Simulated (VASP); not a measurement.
# W (I4/mmm) in VASP: further runs, part 2 of 2

VASP 6.6.1. Earlier steps stand in the parts before.

## 4. Electric field gradients, PBEsol (equal xx and yy strain of +2 %)

The input, INCAR:

```
SYSTEM = W
PREC = Accurate ; ENCUT = 400
EDIFF = 1E-8 ; ISMEAR = -1
SIGMA = 0.05 ; LREAL = .FALSE.
LASPH = .TRUE. ; NELM = 120
ALGO = Normal ; ISIF = 2
LWAVE = .FALSE. ; LCHARG = .FALSE.
GGA = PS ; LEFG = .TRUE.
NBANDS = 13 ; GGA_COMPAT = .FALSE.
```

The input, KPOINTS:

```
Automatic mesh
0
G
  14 14 14
  0 0 0
```

The input, POSCAR:

```
W
1.0
    0.0000000000      2.0706000000      2.0300000000
    2.0706000000      0.0000000000      2.0300000000
    2.0706000000      2.0706000000      0.0000000000
W
1
Direct
    0.0000000000      0.0000000000      0.0000000000
```

Potentials or basis: VASP PAW PBE potentials, release 64 (W_sv).

On the command line:

```console
$ cat potpaw_PBE.64/W_sv/POTCAR > POTCAR
$ mpirun -np 1 vasp_std > vasp.out
```

OUTCAR:

```text
SYSTEM = W
   PREC = Accurate
   ENCUT = 400
   EDIFF = 1E-8
   ISMEAR = -1
   LREAL = .FALSE.
   LASPH = .TRUE.
   NELM = 120
   ISIF = 2
   GGA = PS

 ion  position               nearest neighbor table
   1  0.000  0.000  0.000-

  LATTYP: Found a body centered tetragonal cell.
 ALAT       =     2.9282706022
 C/A-ratio  =     1.3864838847

  Lattice vectors:

 A1 = (   0.0000000000,  -2.0706000000,  -2.0300000000)
 A2 = (   0.0000000000,   2.0706000000,  -2.0300000000)
 A3 = (   2.0706000000,   0.0000000000,   2.0300000000)

Analysis of symmetry for initial positions (statically):
=====================================================================
 Subroutine PRICEL returns:
 Original cell was already a primitive cell.

 Routine SETGRP: Setting up the symmetry group for a
 body centered tetragonal supercell.

 Subroutine GETGRP returns: Found 16 space group operations
 (whereof 16 operations were pure point group operations)
 out of a pool of 16 trial point group operations.

The static configuration has the point symmetry D_4h.

Analysis of symmetry for dynamics (positions and initial velocities):
=====================================================================
 Subroutine PRICEL returns:
 Original cell was already a primitive cell.

 Routine SETGRP: Setting up the symmetry group for a
 body centered tetragonal supercell.

 Subroutine GETGRP returns: Found 16 space group operations
 (whereof 16 operations were pure point group operations)
 out of a pool of 16 trial point group operations.

The dynamic configuration has the point symmetry D_4h.

 Subroutine INISYM returns: Found 16 space group operations
 (whereof 16 operations are pure point group operations),
 and found     1 'primitive' translations

----------------------------------------------------------------------------------------

                                     Primitive cell

  volume of cell :      17.4068

  direct lattice vectors                    reciprocal lattice vectors
     0.000000000  2.070600000  2.030000000    -0.241475901  0.241475901  0.246305419
     2.070600000  0.000000000  2.030000000     0.241475901 -0.241475901  0.246305419
     2.070600000  2.070600000  0.000000000     0.241475901  0.241475901 -0.246305419

  length of vectors
     2.899704185  2.899704185  2.928270602     0.421055318  0.421055318  0.421055318

  position of ions in fractional coordinates (direct lattice)
     0.000000000  0.000000000  0.000000000

  ion indices of the primitive-cell ions
   primitive index   ion index
                 1           1

----------------------------------------------------------------------------------------

 KPOINTS: Automatic mesh

Automatic generation of k-mesh.
 Grid dimensions read from file:
 generate k-points for:   14   14   14

 Generating k-lattice:

  Cartesian coordinates                     Fractional coordinates (reciprocal lattice)
[... 67 lines left out ...]
   ISYM   =      2    0-nonsym 1-usesym 2-fastsym
   POTIM  = 0.5000    time-step for ionic-motion
   TEBEG  =    0.0;   TEEND  =   0.0 temperature during run
   PSTRESS=    0.0 pullay stress
   NELECT =      14.0000    total number of electrons
   NUPDOWN=      -1.0000    fix difference up-down
   EMIN   =  10.00;   EMAX   =-10.00  energy-range for DOS
   EFERMI =   0.00;   METHOD = LEGACY
   ISMEAR =    -1;   SIGMA  =   0.05  broadening in eV -4-tet -1-fermi 0-gaus
   EFERMI_NEDOS =   21; number of points for ismear=-14 and -15
   IALGO  =     38    algorithm
   IMIX   =      4    mixing-type and parameters
     AMIX     =   0.40;   BMIX     =  1.00
     AMIX_MAG =   1.60;   BMIX_MAG =  1.00
  volume/ion in A,a.u.               =      17.41       117.47
  Fermi-wavevector in a.u.,A,eV,Ry     =   1.522456  2.877024 31.536558  2.317872
  Thomas-Fermi vector in A             =   2.631033
   LORBIT       =      0    0 simple, 1 ext, 2 COOP (PROOUT), +10 PAW based schemes
   GGA     = PS    functional components
   LHFCALC =     F    Hartree Fock is set to
   AEXX    =    0.0000 exact exchange contribution
   IVDW    =     0    specifies the selected vdW correction
   LEPSILON=     F    determine dielectric tensor
   LRPA    =     F    only Hartree local field effects (RPA)
 non-spin polarized calculation
  energy-cutoff  :      400.00
  volume of cell :       17.41
 maximum number of plane-waves:       331
   NGX =  9   NGY =  9   NGZ =  9

 number of electron      13.9999997 magnetization

 Free energy of the ion-electron system (eV)
  ---------------------------------------------------
  ext. energy  EPLUGINS =         0.00000000
  ---------------------------------------------------
  free energy    TOTEN  =       -13.22104706 eV

  energy without entropy =      -13.20972686  energy(sigma->0) =      -13.21538696

 E-fermi :   9.5317     XC(G=0): -13.2311

 val. band max:        9.5281299347   @ k =   0.4286   0.1429   0.0714
 cond. band min:       9.5438851557   @ k =   0.1429   0.0000   0.0714
 fundamental gap:      0.0157552210
 Fermi energy:         9.5317320109

 k-point     1 :       0.0000    0.0000    0.0000
  band No.  band energies     occupation
      1     -64.2244      2.00000
      2     -27.9215      2.00000
      3     -27.9215      2.00000
      4     -27.9033      2.00000
      5       0.8365      2.00000
      6       8.9590      1.99998
      7       8.9590      1.99998
      8       9.1948      1.99763
      9      11.7149      0.00000
     10      12.0658      0.00000
     11      22.2858      0.00000
     12      26.9709      0.00000
     13      26.9709      0.00000
[... 354 lines left out ...]
  band No.  band energies     occupation
      1     -64.1748      2.00000
      2     -28.3949      2.00000
      3     -28.0607      2.00000
      4     -28.0341      2.00000
      5       3.4686      2.00000
      6       7.4529      2.00000
      7       9.3471      1.95142
      8       9.9906      0.00021
      9      11.3640      0.00000
     10      12.8085      0.00000
     11      23.6694      0.00000
     12      26.5987      0.00000
     13      28.4740      0.00000

 [... further k-points ...]
[... 5 lines left out ...]
  --------------------------------------------------------------------------------------
  -------------------------------------------------------------------------------------
  Total       -2.1022763     -2.1022763     -2.7635469      0.0000000     -0.0000000      0.0000000
  in kB     -193.5004278   -193.5004278   -254.3659454      0.0000000     -0.0000000      0.0000000
  external PRESSURE =    -213.7889336 kB  Pullay stress =       0.0000000 kB

 VOLUME and BASIS-vectors are now :
 -----------------------------------------------------------------------------
  energy-cutoff  :      400.00
  volume of cell :       17.41
      direct lattice vectors                 reciprocal lattice vectors
     0.000000000  2.070600000  2.030000000    -0.241475901  0.241475901  0.246305419
     2.070600000  0.000000000  2.030000000     0.241475901 -0.241475901  0.246305419
     2.070600000  2.070600000  0.000000000     0.241475901  0.241475901 -0.246305419

 POSITION                                       TOTAL-FORCE (eV/Angst)
 -----------------------------------------------------------------------------------
      0.00000      0.00000      0.00000        -0.000000      0.000000      0.000000
 -----------------------------------------------------------------------------------
    total drift:                                0.000000      0.000000      0.000000

  FREE ENERGIE OF THE ION-ELECTRON SYSTEM (eV)
  ---------------------------------------------------
  free  energy   TOTEN  =       -13.2210470648 eV

  energy  without entropy=      -13.2097268574  energy(sigma->0) =      -13.21538696

 Electric field gradients (V/A^2)
---------------------------------------------------------------------
 ion       V_xx      V_yy      V_zz      V_xy      V_xz      V_yz
---------------------------------------------------------------------
   1      -4.750    -4.750     9.499    -0.000     0.000     0.000
---------------------------------------------------------------------

 Electric field gradients after diagonalization (V/A^2)
 (convention: |V_zz| > |V_xx| > |V_yy|)
----------------------------------------------------------------------
 ion       V_xx      V_yy      V_zz     asymmetry (V_yy - V_xx)/ V_zz
----------------------------------------------------------------------
   1      -4.750    -4.749     9.499       0.000
----------------------------------------------------------------------

           NMR quadrupolar parameters

 Cq : quadrupolar parameter    Cq=e*Q*V_zz/h
 eta: asymmetry parameters     (V_yy - V_xx)/ V_zz
 Q  : nuclear electric quadrupole moment in mb (millibarn)
----------------------------------------------------------------------
 ion       Cq(MHz)       eta       Q (mb)
----------------------------------------------------------------------
   1       0.023       0.000       1.000
----------------------------------------------------------------------
```

stdout:

```text
POSCAR found type information on POSCAR W
 POSCAR found :  1 types and       1 ions
 scaLAPACK will be used
 -----------------------------------------------------------------------------
|                                                                             |
|                                                                             |
|     You enforced a specific xc type in the INCAR file but a different       |
|     I HOPE YOU KNOW WHAT YOU ARE DOING!                                     |
|                                                                             |
 -----------------------------------------------------------------------------

 LDA part: xc-table for (Slater+PW92), standard interpolation
 POSCAR, INCAR and KPOINTS ok, starting setup
 FFT: planning ... GRIDC
 FFT: planning ... GRID_SOFT
 FFT: planning ... GRID
 WAVECAR not read
 entering main loop
ion   1
```

Wall time 54 s (1 thread of Intel Xeon 8259CL, shared host); peak memory 0.15 GiB.

Results:

```yaml
Free_energy: -13.2210 eV
Pressure: -21.4 GPa
Band_gap_on_the_k_mesh: zero (band 7 reaches 12.55 eV, above the bottom of band 8 at 9.04 eV)
```

Levels at points of the mesh, in eV from the Fermi level:
```
           k point  band 5  band 6  band 7  band 8  band 9  band 10
(0.00, 0.00, 0.00)   -8.70   -0.57   -0.57   -0.34    2.18     2.53
(0.50, 0.00, 0.00)   -5.30   -0.84   -0.56    0.50    4.56     4.73
(0.50, 0.50, 0.00)   -5.08   -4.20    3.02    4.58    5.33     5.33
(0.50, 0.00, 0.50)   -5.11   -4.14    2.64    4.60    5.17     5.44
```

Electric field gradients, principal values (V/Å²):
```tsv
atom	least	middle	greatest (by size)
1 W	-4.749	-4.750	9.499
```

Caveat: the cell differs from its parent crystal (equal xx and yy strain of +2 %); without QUAD_EFG the Cq values of the log hold for a quadrupole moment of 1 mb, not for the nuclei; the PAW data sets were made with another functional, which shifts forces and pressure a little; spin-orbit coupling is left out, which moves the levels of the heavy elements.
